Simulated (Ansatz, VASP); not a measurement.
# One calculation of SrO, two programs

```
Sr O
1.0
     0.00000    2.79228    2.80485
     2.79228    0.00000    2.80485
     2.79228    2.79228    0.00000
Sr O
1 1
Direct
  0.00000 0.00000 0.00000
  0.25000 0.25000 0.25000
```

Change from the starting cell: uniaxial_z strain +0.5%.

Alike in both runs: task single point; functional r2SCAN; k mesh 8 × 8 × 8; no spin polarisation.

|  | VASP | Ansatz |
| --- | --- | --- |
| version | VASP 6.6.1 | Ansatz 0.2.0 |
| potentials or method | VASP PAW PBE potentials, release 64 (Sr_sv, O) | plane waves, PAW |
| plane-wave cutoff (eV) | 520 | 500 |
| occupations | gaussian, width 0.01 eV | fixed |
| valence electrons in the cell | 16 | 16 |

Ansatz gave:

```
gap on the k mesh at the Fermi level (eV) : 2.87
pressure (GPa)                            : -0.3
```

Problem. What did VASP give for the same quantities?

Solution. gap on the k mesh at the Fermi level (eV): 2.89; pressure (GPa): 0.2.

VASP's potentials were made for PBE, not for r2SCAN.
